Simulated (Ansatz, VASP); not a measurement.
## Mg: VASP beside Ansatz

The input INCAR:

```
  PREC = Accurate
  ENCUT = 520
  EDIFF = 1E-7
  ISMEAR = 0
  SIGMA = 0.15
  LREAL = F
  LASPH = T
  NELM = 60
  ALGO = Fast
  ISIF = 2
  LWAVE = F
  LCHARG = F
  GGA = PS
  NBANDS = 9
```

The input KPOINTS:

```
regular mesh
0
Gamma
  18 18 10
```

POSCAR

```
Mg
1.0
    3.2092715325      0.0000000000      0.0000000000
   -1.6046357662      2.7793106748      0.0000000000
    0.0000000000      0.0000000000      5.2103300000
Mg
2
Direct
    0.2928556706      0.5857113413      0.2500000000
    0.6666666667      0.3333333333      0.7500000000
```

Input for Ansatz:

```yaml
crystal:
  lattice:
    - [3.2092715325, 0.0, 0.0]
    - [-1.6046357662, 2.7793106748, 0.0]
    - [0.0, 0.0, 5.21033]
  atoms:
    - { symbol: Mg, position: [0.2928556706, 0.5857113413, 0.25] }
    - { symbol: Mg, position: [0.6666666667, 0.3333333333, 0.75] }
basis:
  ecutwfc: 420
kpoints:
  mp_grid: { grid: [18, 18, 10] }
hamiltonian:
  xc: pbesol
scf:
  occupations: { method: gaussian, width: 0.15 }
output:
  forces: true
  stress: true
  eigenvalues: true
```

Alike in both runs: task single point; functional PBEsol; k mesh 18 × 18 × 10; occupations gaussian, width 0.15 eV; no spin polarisation.

|  | VASP | Ansatz |
| --- | --- | --- |
| version | VASP 6.6.1 | Ansatz 0.2.0 |
| potentials or method | VASP PAW PBE potentials, release 64 (Mg), cutoff 520 eV | scalar-relativistic, plane waves, PAW |
| valence electrons in the cell | 4 | 20 |

```csv
,VASP,Ansatz,Ansatz less VASP
gap on the k mesh at the Fermi level (eV),none,none,-
pressure (GPa),-1.1,-1.0,+0.06
"traceless stress, the component that is largest in VASP (GPa)",-0.65,-0.64,+0.003
rms of the force components (eV/Å),0.065,0.065,-0.0004
```

VASP's potentials were made for PBE, not for PBEsol. Atom by atom the forces differ by 0.000 eV/Å (rms over components). A gap of «none» marks a metal or a gap that the smearing closes. With one functional, cell and mesh, what is left measures potentials, basis and numerics. VASP's potentials hold 4 valence electrons a cell and Ansatz's 20, so a difference there can come from the potentials and not from the codes.
